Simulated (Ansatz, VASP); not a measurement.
## One calculation of Ir, two programs

The input INCAR:

```
SYSTEM = Ir
ALGO     = Fast           ! electronic algorithm
EDIFF    = 1E-7           ! SCF threshold, eV
EDIFFG   = -0.01          ! ionic threshold
ENCUT    = 600            ! plane-wave cutoff, eV
GGA      = PE             ! functional
IBRION   = 2              ! ionic algorithm
ISIF     = 3              ! what is computed and relaxed
ISMEAR   = 0              ! smearing method
LASPH    = .TRUE.         ! aspherical terms in the spheres
LCHARG   = .FALSE.        ! write CHGCAR
LREAL    = .FALSE.        ! projectors in reciprocal space
LWAVE    = .FALSE.        ! write WAVECAR
NELM     = 100            ! most SCF steps
NSW      = 100            ! ionic steps
PREC     = Accurate       ! precision mode
SIGMA    = 0.1            ! smearing width, eV
```

Contents of KPOINTS:

```
k-points
0
G
  8 8 8
  0 0 0
```

The input POSCAR:

```
Ir
1.0
    4.9467129544      0.0000000000      0.0000000000
    0.0000000000      4.9467129544      0.0000000000
    0.0000000000      0.0000000000      4.9467129544
Ir
8
Direct
    0.5000000000      0.5000000000      0.5000000000
    0.0000000000      0.0000000000      0.0000000000
    0.2500000000      0.0000000000      0.5000000000
    0.5000000000      0.2500000000      0.0000000000
    0.5000000000      0.7500000000      0.0000000000
    0.7500000000      0.0000000000      0.5000000000
    0.0000000000      0.5000000000      0.7500000000
    0.0000000000      0.5000000000      0.2500000000
```

Input for Ansatz:

```yaml
crystal:
  lattice:
    - [4.9467129544, 0.0, 0.0]
    - [0.0, 4.9467129544, 0.0]
    - [0.0, 0.0, 4.9467129544]
  atoms:
    - { symbol: Ir, position: [0.5, 0.5, 0.5] }
    - { symbol: Ir, position: [0.0, 0.0, 0.0] }
    - { symbol: Ir, position: [0.25, 0.0, 0.5] }
    - { symbol: Ir, position: [0.5, 0.25, 0.0] }
    - { symbol: Ir, position: [0.5, 0.75, 0.0] }
    - { symbol: Ir, position: [0.75, 0.0, 0.5] }
    - { symbol: Ir, position: [0.0, 0.5, 0.75] }
    - { symbol: Ir, position: [0.0, 0.5, 0.25] }
basis:
  ecutwfc: 420
kpoints:
  mp_grid: { grid: [8, 8, 8] }
hamiltonian:
  xc: pbe
scf:
  occupations: { method: gaussian, width: 0.1 }
output:
  forces: true
  stress: true
  eigenvalues: true
relax:
  adjacent_minimum: "off"
  f_tol: 0.01
  max_steps: 80
  cell: { stress_tol: 0.05 }
```

Alike in both runs: task relaxation of cell and atoms; functional PBE; k mesh 8 × 8 × 8; occupations gaussian, width 0.1 eV; no spin polarisation.

|  | VASP | Ansatz |
| --- | --- | --- |
| version | VASP 6.6.1 | Ansatz 0.2.0 |
| potentials or method | VASP PAW PBE potentials, release 64 (Ir), cutoff 600 eV | scalar-relativistic, plane waves, PAW |
| valence electrons in the cell | 72 | 136 |

|  | VASP | Ansatz | Ansatz less VASP |
| --- | --- | --- | --- |
| gap on the k mesh at the Fermi level, each at its own relaxed structure (eV) | none | none | - |
| relaxed volume (Å³/atom) | 15.13 | 15.11 | -0.024 |
| relaxed length of the cell vector where the two differ most in proportion (Å) | 4.947 | 4.944 | -0.0026 |

A gap of «none» marks a metal or a gap that the smearing closes. VASP's potentials hold 72 valence electrons a cell and Ansatz's 136, so a difference there can come from the potentials and not from the codes.

Spin-orbit coupling is off throughout. Noted on VASP's run: the relaxation stopped at its first step, so nothing moved.
